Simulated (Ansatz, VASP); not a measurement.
## One calculation of Hf, two programs

The input INCAR:

```
SYSTEM = Hf
ALGO     = Normal         ! electronic algorithm
EDIFF    = 1E-6           ! SCF threshold, eV
ENCUT    = 520            ! plane-wave cutoff, eV
GGA      = PE             ! functional
ISIF     = 2              ! what is computed and relaxed
ISMEAR   = -1             ! smearing method
LASPH    = .True.         ! aspherical terms in the spheres
LCHARG   = .False.        ! write CHGCAR
LREAL    = .False.        ! projectors in reciprocal space
LWAVE    = .False.        ! write WAVECAR
NBANDS   = 17             ! bands
NELM     = 80             ! most SCF steps
PREC     = Accurate       ! precision mode
SIGMA    = 0.05           ! smearing width, eV
```

File KPOINTS:

```
k-points
0
Gamma
  14 14 14
  0 0 0
```

The input POSCAR:

```
Hf
1.0
   -2.7844073953      2.7844073953      1.5034544735
    2.7844073953     -2.7844073953      1.5034544735
    2.7844073953      2.7844073953     -1.5034544735
Hf
2
Direct
   -0.3750000000     -0.1250000000     -0.2500000000
    0.3750000000      0.1250000000      0.2500000000
```

Input for Ansatz:

```yaml
crystal:
  lattice:
    - [-2.7844073953, 2.7844073953, 1.5034544735]
    - [2.7844073953, -2.7844073953, 1.5034544735]
    - [2.7844073953, 2.7844073953, -1.5034544735]
  atoms:
    - { symbol: Hf, position: [-0.375, -0.125, -0.25] }
    - { symbol: Hf, position: [0.375, 0.125, 0.25] }
kpoints:
  mp_grid: { grid: [14, 14, 14] }
  band_path:
    path:
      - [0.0, 0.0, 0.0]
      - [0.0, 0.0, 0.5]
      - [-0.5, 0.5, 0.5]
      - [0.0, 0.0, 0.0]
      - [0.322887829, 0.322887829, -0.322887829]
      - [-0.322887829, 0.677112171, 0.322887829]
      - [-0.5, 0.5, 0.5]
      - [0.0, 0.0, 0.5]
      - [0.25, 0.25, 0.25]
    npoints: 14
scf:
  occupations: { method: fermi_dirac, width: 0.05 }
hamiltonian:
  xc: pbe
  pseudopotentials: { kind: all_electron, lapw: { basis_error: 0.001 } }
output:
  forces: true
  stress: true
  eigenvalues: true
  populations: true
  dos: { projected: true, de: 0.2, e_range: [-14, 8] }
```

Alike in both runs: task single point; functional PBE; k mesh 14 × 14 × 14; occupations fermi-dirac, width 0.05 eV; no spin polarisation.

```csv
,VASP,Ansatz
version,VASP 6.6.1,Ansatz 0.2.0
potentials or method,"VASP PAW PBE potentials, release 64 (Hf_pv), cutoff 520 eV","all-electron LAPW, scalar-relativistic"
```

```csv
,VASP,Ansatz,Ansatz less VASP
pressure (GPa),-0.3,0.1,+0.37
```

Ansatz ran all-electron here, and VASP with PAW potentials.

Spin-orbit coupling is off throughout.
